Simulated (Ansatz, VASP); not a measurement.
Two plane-wave programs on CdF2

The input INCAR:

```
PREC = Accurate ; ENCUT = 600
EDIFF = 1E-6 ; ISMEAR = 0
SIGMA = 0.1 ; LREAL = F
LASPH = T ; NELM = 80
ALGO = Normal ; ISIF = 3
LWAVE = F ; LCHARG = F
GGA = PE ; IBRION = 2
NSW = 90 ; EDIFFG = -0.04
```

File KPOINTS:

```
Automatic mesh
0
Gamma
  6 4 4
```

File POSCAR:

```
CdF2
1.0
    3.0292454500      0.0000000000      0.0000000000
    0.0000000000      4.2840000000      0.0000000000
    0.0000000000      0.0000000000      6.0584909000
Cd F
2 4
Direct
    0.0000000000      0.0000000000      0.6250000000
    0.5000000000      0.5000000000      0.3750000000
    0.0000000000      0.5000000000      0.6250000000
    0.5000000000      0.0000000000      0.3750000000
    0.0000000000      0.5000000000      0.1250000000
    0.5000000000      0.0000000000      0.8750000000
```

Input for Ansatz:

```yaml
crystal:
  lattice:
    - [3.02924545, 0.0, 0.0]
    - [0.0, 4.284, 0.0]
    - [0.0, 0.0, 6.0584909]
  atoms:
    - { symbol: Cd, position: [0.0, 0.0, 0.625] }
    - { symbol: Cd, position: [0.5, 0.5, 0.375] }
    - { symbol: F, position: [0.0, 0.5, 0.625] }
    - { symbol: F, position: [0.5, 0.0, 0.375] }
    - { symbol: F, position: [0.0, 0.5, 0.125] }
    - { symbol: F, position: [0.5, 0.0, 0.875] }
basis:
  ecutwfc: 420
kpoints:
  mp_grid: { grid: [6, 4, 4] }
hamiltonian:
  xc: pbe
scf:
  occupations: { method: gaussian, width: 0.1 }
  lower_state_search: "off"
output:
  forces: true
  stress: true
  eigenvalues: true
relax:
  adjacent_minimum: "off"
  f_tol: 0.04
  max_steps: 70
  cell: { stress_tol: 0.4 }
```

Change from the starting cell: ordered vacancies on the cation sites of rock salt (Pmmn, No. 59).

Alike in both runs: task relaxation of cell and atoms; functional PBE; k mesh 6 × 4 × 4; occupations gaussian, width 0.1 eV; no spin polarisation.

|  | VASP | Ansatz |
| --- | --- | --- |
| version | VASP 6.6.1 | Ansatz 0.2.0 |
| potentials or method | VASP PAW PBE potentials, release 64 (Cd, F), cutoff 600 eV | scalar-relativistic, plane waves, PAW |
| valence electrons in the cell | 52 | 68 |

VASP gave:

* gap on the k mesh at the Fermi level, each at its own relaxed structure (eV): 2.90
* relaxed volume (Å³/atom): 13.69
* relaxed length of the cell vector where the two differ most in proportion (Å): 3.722

Problem. Estimate Ansatz's values.

Solution. gap on the k mesh at the Fermi level, each at its own relaxed structure (eV): 2.92; relaxed volume (Å³/atom): 13.72; relaxed length of the cell vector where the two differ most in proportion (Å): 3.846.

VASP's potentials hold 52 valence electrons a cell and Ansatz's 68, so a difference there can come from the potentials and not from the codes.
